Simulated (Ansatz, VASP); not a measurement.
Two plane-wave programs on As3Se2

```
As Se
1.0
     3.71303    2.14372    4.93355
    -3.71303    2.14372    4.93355
     0.00000   -4.28744    4.93355
As Se
6 4
Cartesian
  -1.3006 -2.1437 6.1669
  2.5068 -0.0545 6.1669
  -1.2062 2.1982 6.1669
  1.3006 2.1437 8.6337
  -2.5068 0.0545 8.6337
  1.2062 -2.1982 8.6337
  0.0000 0.0000 12.8147
  0.0000 0.0000 9.3863
  0.0000 0.0000 1.9860
  0.0000 0.0000 5.4144
```

Alike in both runs: functional PBE; k mesh 6 × 6 × 6; occupations gaussian, width 0.1 eV; no spin polarisation.

Ansatz relaxed the structure, and its values are those at the end. VASP's run is a single point on that final structure, the one shown.

|  | VASP | Ansatz |
| --- | --- | --- |
| version | VASP 6.6.1 | Ansatz 0.2.0 |
| potentials or method | VASP PAW PBE potentials, release 64 (As, Se), cutoff 520 eV | scalar-relativistic, plane waves, PAW |
| valence electrons in the cell | 54 | 154 |

|  | VASP | Ansatz | Ansatz less VASP |
| --- | --- | --- | --- |
| gap on the k mesh at the Fermi level (eV) | none | none | - |
| pressure (GPa) | 0.0 | 0.0 | -0.06 |
| rms of the force components (eV/Å) | 0.009 | 0.004 | -0.0048 |

A gap of «none» marks a metal or a gap that the smearing closes. The functional is the same, so the differences come from potentials, cutoffs and numerics. VASP's potentials hold 54 valence electrons a cell and Ansatz's 154, so a difference there can come from the potentials and not from the codes.
